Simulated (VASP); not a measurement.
Here is a VASP 6.6.1 calculation.

The input INCAR:

```
  PREC = Accurate
  ENCUT = 520
  EDIFF = 1E-8
  ISMEAR = -1
  SIGMA = 0.05
  LREAL = False
  LASPH = True
  NELM = 100
  ALGO = Normal
  ISIF = 2
  LWAVE = False
  LCHARG = False
  GGA = PS
  LEFG = True
  NBANDS = 17
```

The input KPOINTS:

```
regular mesh
0
Gamma
  11 11 11
```

File POSCAR:

```
KLa
1.0
    1.9123168285     -1.1040766357      7.5026813705
    0.0000000000      2.2081532714      7.5026813705
   -1.9123168285     -1.1040766357      7.5026813705
K La
1 1
Direct
    0.0000000000      0.0000000000      0.0000000000
    0.5000000000      0.5000000000      0.5000000000
```

Potentials or basis: VASP PAW PBE potentials, release 64 (K_sv, La).

The run is started by

```bash
$ cat potpaw_PBE.64/K_sv/POTCAR potpaw_PBE.64/La/POTCAR > POTCAR
$ mpirun -np 1 vasp_std > vasp.out
```

Q: Estimate the pressure.

A: -1.2 GPa.

Q: What does it give for the band gap on the k mesh?

A: Zero (bands 10 and 11 overlap by 0.49 eV).

Stress tensor (GPa, compression positive):
```
-1.39  0.00  0.00
 0.00 -1.39  0.00
 0.00  0.00 -0.96
```

Caveat: without QUAD_EFG the Cq values of the log hold for a quadrupole moment of 1 mb, not for the nuclei; the PAW data sets were made with another functional, which shifts forces and pressure a little; spin-orbit coupling is left out, which moves the levels of the heavy elements.
